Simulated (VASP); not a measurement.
# InSb: relaxation of cell and atoms with r2SCAN

InSb:

```
In Sb
1.0
     0.00000    3.27801    3.27801
     3.27801    0.00000    3.27801
     3.27801    3.27801    0.00000
In Sb
1 1
Direct
  0.00000 0.00000 0.00000
  0.75000 0.75000 0.75000
```

```
Program                : VASP 6.6.1
Task                   : relaxation of cell and atoms
Functional             : r2SCAN
Potentials or basis    : VASP PAW PBE potentials, release 64 (In_d, Sb)
Cutoff                 : 600 eV
k mesh                 : 12 × 12 × 12
Occupations            : fermi-dirac, width 0.1 eV
Spin                   : no spin polarisation
Target pressure        : 10 GPa
Dipole correction      : no
Further INCAR settings : ALGO = Normal; EDIFF = 1e-06; IBRION = 2; EDIFFG = -0.002; NSW = 100; ISIF = 3
```

```
Relaxed volume                                             : 30.10 Å³/atom
Relaxed cell                                               : a = 4.399 Å, b = 4.399 Å, c = 4.399 Å, α = 60.00°, β = 60.00°, γ = 60.00°
Space group after relaxing (to 0.1 Å)                      : F-43m (No. 216)
Energy change on relaxing (the run minimises the enthalpy) : +138.1 meV/atom
Ionic steps                                                : 7
Pressure after relaxing                                    : 10.0 GPa
Band gap on the k mesh                                     : 1.01 eV
```

Step by step:
```tsv
step	energy change (eV)	largest force (eV/Å)	pressure (GPa)	volume (Å³)
1	0.0000	0.0000	0.02	70.45
2	1.4782	0.0000	32.23	50.36
3	0.2536	0.0000	9.48	60.58
4	0.2716	0.0000	9.90	60.28
5	0.2837	0.0000	10.18	60.09
6	0.2670	0.0000	9.79	60.36
7	0.2762	0.0000	10.01	60.21
```

Final structure:
```xyz
2
Lattice="0.0000 3.1108 3.1108 3.1108 0.0000 3.1108 3.1108 3.1108 0.0000" Properties=species:S:1:pos:R:3 pbc="T T T"
In    0.0000    0.0000    0.0000
Sb    4.6663    4.6663    4.6663
```

Levels at points of the mesh, in eV from the valence-band top:
```tsv
k point	band 7	band 8	band 9	band 10	band 11	band 12
(0.00, 0.00, 0.00)	0.00	0.00	0.00	1.01	3.17	3.17
(0.50, 0.00, 0.00)	-6.45	-1.26	-1.26	1.09	4.08	4.08
(0.50, 0.50, 0.00)	-6.67	-2.82	-2.82	1.33	1.45	9.50
```

Run time: 62 min on 1 thread of Oxide Virtual Turin-like Processor, on a shared host, peak memory 0.3 GiB.

Caveat: the cell is relaxed towards a set pressure, so the run minimises the enthalpy, not the energy; the PAW data sets were made with another functional, which shifts forces and pressure a little; spin-orbit coupling is left out, which moves the levels of the heavy elements. A k mesh can miss the band edges.
